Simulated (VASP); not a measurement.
A run of VASP 6.6.1:

File INCAR:

```
SYSTEM = Mo6CO
  ALGO = Normal
  DIPOL = 0.5 0.5 0.319
  EDIFF = 1E-6
  ENCUT = 520
  GGA = PE
  IDIPOL = 3
  ISIF = 2
  ISMEAR = 0
  LASPH = .True.
  LCHARG = .False.
  LDIPOL = .True.
  LREAL = .False.
  LWAVE = .False.
  NBANDS = 57
  NELM = 60
  PREC = Accurate
  SIGMA = 0.1
```

KPOINTS

```
k-points
0
Gamma
  6 6 1
  0 0 0
```

File POSCAR:

```
Mo6CO
1.0
    4.4695765303      0.0000000000      0.0000000000
   -2.2347882651      3.8707668194      0.0000000000
    0.0000000000      0.0000000000     22.2595667262
Mo C O
6 1 1
Direct
    0.6666666667      0.3333333333      0.1796980170
    0.3333333333      0.6666666667      0.2206848206
    0.0000000000      0.0000000000      0.2616716241
    0.6666666667      0.3333333333      0.2990464568
    0.3333333333      0.6666666667      0.3355219825
    0.0000000000      0.0000000000      0.3710569405
    0.1666666667      0.3333333333      0.4438346374
    0.3165077775      0.6330155550      0.4438346374
```

Potentials or basis: VASP PAW PBE potentials, release 64 (Mo_sv, C, O).

Run with:

```bash
$ cat potpaw_PBE.64/Mo_sv/POTCAR potpaw_PBE.64/C/POTCAR potpaw_PBE.64/O/POTCAR > POTCAR
$ mpirun -np 1 vasp_std > vasp.out
```

Hardware: 1 thread of Intel(R) Xeon(R) 6975P-C (Granite Rapids), on a shared host.

Problem. Estimate the wall time of this run.

Solution. Run time: 9.7 min on 1 thread of Intel(R) Xeon(R) 6975P-C (Granite Rapids), with other jobs on the host, peak memory 0.62 GiB. Counts: scf iterations 31, k points 13.
